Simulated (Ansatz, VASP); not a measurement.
## Zn4SnN in VASP and in Ansatz

```
CELL_PARAMETERS angstrom
3.86484 0.00000 0.00000
0.00000 3.86484 0.00000
0.00000 0.00000 5.83840
ATOMIC_POSITIONS crystal
Zn 0.50000 0.00000 0.71639
Zn 0.00000 0.50000 0.28361
Zn 0.50000 0.00000 0.28361
Zn 0.00000 0.50000 0.71639
Sn 0.00000 0.00000 0.00000
N 0.50000 0.50000 0.50000
```

Change from the starting cell: species swapped into the KLaF4 type (P4/mmm, No. 123).

Alike in both runs: task single point; functional PBE; k mesh 4 × 4 × 4; occupations gaussian, width 0.1 eV; no spin polarisation.

|  | VASP | Ansatz |
| --- | --- | --- |
| version | VASP 6.6.1 | Ansatz 0.2.0 |
| potentials or method | VASP PAW PBE potentials, release 64 (Zn, Sn_d, N), cutoff 520 eV | scalar-relativistic, plane waves, PAW |
| valence electrons in the cell | 67 | 67 |

```tsv
	VASP	Ansatz	Ansatz less VASP
gap on the k mesh at the Fermi level (eV)	none	none	-
pressure (GPa)	18.2	17.8	-0.39
traceless stress, the component that is largest in VASP (GPa)	4.71	4.70	-0.013
rms of the force components (eV/Å)	0.419	0.422	+0.0034
```

Atom by atom the forces differ by 0.003 eV/Å (rms over components). A gap of «none» marks a metal or a gap that the smearing closes.

The k mesh is coarse, so the values compare programs but aren't converged.
